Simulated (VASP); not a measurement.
Rh:

```
CELL_PARAMETERS angstrom
0.00000 2.64786 2.64786
2.64786 0.00000 2.64786
2.64786 2.64786 0.00000
ATOMIC_POSITIONS crystal
Rh 0.12500 0.12500 0.12500
Rh 0.87500 0.87500 0.87500
```

This isn't the form of Rh at room conditions, which is fcc.

* Program: VASP 6.6.1
* Task: relaxation of cell and atoms
* Functional: LDA
* Potentials or basis: VASP PAW LDA potentials, release 64 (Rh_sv_GW)
* Cutoff: 620 eV
* k mesh: 10 × 10 × 10
* Occupations: fermi-dirac, width 0.1 eV
* Spin: no spin polarisation

At the start: pressure 10.4 GPa; volume 18.56 Å³/atom.

Question: How do energy, volume and symmetry change on relaxing?

Answer: Over 4 steps the energy falls by 31.8 meV/atom and the volume is 19.60 Å³/atom (+5.6 %); space group Fd-3m (No. 227, to 0.1 Å) before and after.

Step by step:
```csv
step,energy change (eV),largest force (eV/Å),pressure (GPa),volume (Å³)
1,0.0000,0.0000,10.38,37.13
2,0.1816,0.0000,-14.72,43.97
3,-0.0635,0.0000,-0.36,39.28
4,-0.0636,0.0000,-0.03,39.20
```

Final structure:
```
Rh
1.0
     0.00000    2.69629    2.69629
     2.69629    0.00000    2.69629
     2.69629    2.69629    0.00000
Rh
2
Cartesian
  0.6741 0.6741 0.6741
  4.7185 4.7185 4.7185
```
